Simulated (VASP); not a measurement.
Set up this calculation in VASP 6.6.1, as the native input.

- Task: relaxation of the atoms
- Functional: LDA
- Potentials or basis: VASP PAW LDA potentials, release 64 (Ru_pv)
- Cutoff: 520 eV
- k mesh: 12 × 12 × 1
- Occupations: gaussian, width 0.1 eV
- Spin: no spin polarisation
- Dipole correction: yes
- Atoms held fixed (from 0): [0, 1]
- Further INCAR settings: ALGO = Normal; EDIFF = 1e-06; IBRION = 2; EDIFFG = -0.03; NSW = 70

The structure of Ru lies in POSCAR:

```
Ru
1.0
    2.6740588505      0.0000000000      0.0000000000
   -1.3370294252      2.3158028957      0.0000000000
    0.0000000000      0.0000000000     20.3401414788
Ru
4
Selective dynamics
Direct
    0.6666666667      0.3333333333      0.3441470654  F F F
    0.3333333333      0.6666666667      0.4480490218  F F F
    0.6666666667      0.3333333333      0.5519509782  T T T
    0.3333333333      0.6666666667      0.6558529346  T T T
```

The input as run:

INCAR

```
SYSTEM = Ru
PREC = Accurate ; ENCUT = 520
EDIFF = 1E-6 ; ISMEAR = 0
SIGMA = 0.1 ; LREAL = .FALSE.
LASPH = .TRUE. ; NELM = 80
ALGO = Normal ; ISIF = 2
LWAVE = .FALSE. ; LCHARG = .FALSE.
LDIPOL = .TRUE. ; IDIPOL = 3
DIPOL = 0.5 0.5 0.500 ; GGA = CA
IBRION = 2 ; NSW = 70
EDIFFG = -0.03 ; LUSENCCL = .FALSE.
```

KPOINTS

```
Automatic mesh
0
G
  12 12 1
  0 0 0
```

Potentials or basis: VASP PAW LDA potentials, release 64 (Ru_pv).

Run with:

```sh
$ cat potpaw_LDA.64/Ru_pv/POTCAR > POTCAR
$ mpirun -np 1 vasp_std > vasp.out
```

It gave:

| Property | Result |
| --- | --- |
| Energy gained by relaxing | 5.7 meV/atom |
| Ionic steps | 5 |
| Band gap on the k mesh | zero (bands 28 and 29 overlap by 2.57 eV) |

Wall time 5.1 min on 1 × NVIDIA H100 80GB with 1 thread of AMD EPYC 7R13 Processor (Zen 3), with other jobs on the host, peak memory 1.3 GiB.
